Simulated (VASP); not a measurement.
A run of VASP 6.6.1 is set up as follows.

File INCAR:

```
PREC = Accurate
ENCUT = 520
EDIFF = 1E-6
ISMEAR = 0
SIGMA = 0.02
LREAL = F
LASPH = T
NELM = 80
ALGO = Normal
ISIF = 2
LWAVE = F
LCHARG = F
GGA = CA
NBANDS = 35
```

The input KPOINTS:

```
regular mesh
0
Gamma
  6 6 8
```

POSCAR

```
SnO2
1.0
    4.7200722904      0.0000000000      0.0000000000
    0.0000000000      4.7205818757      0.0000000000
    0.0000000000      0.0000000000      3.1887772186
Sn O
2 4
Direct
    0.5000000000      0.5000000000      0.5000000000
    0.0000000000      0.0000000000      0.0000000000
    0.3059913680      0.3061681131      0.0000000000
    0.8059913680      0.1938318869      0.5000000000
    0.1940086320      0.8061681131      0.5000000000
    0.6940086320      0.6938318869      0.0000000000
```

Potentials or basis: VASP PAW LDA potentials, release 64 (Sn_d, O).

Launch:

```console
$ cat potpaw_LDA.64/Sn_d/POTCAR potpaw_LDA.64/O/POTCAR > POTCAR
$ mpirun -np 1 vasp_std > vasp.out
```

(1) Predict the largest force.

(2) What does it give for the pressure?

(3) Predict the band gap on the k mesh.

Results:

(1) 0.028 eV/Å.

(2) 1.4 GPa.

(3) 1.21 eV.

Caveat: spin-orbit coupling is left out, which moves the levels of the heavy elements.
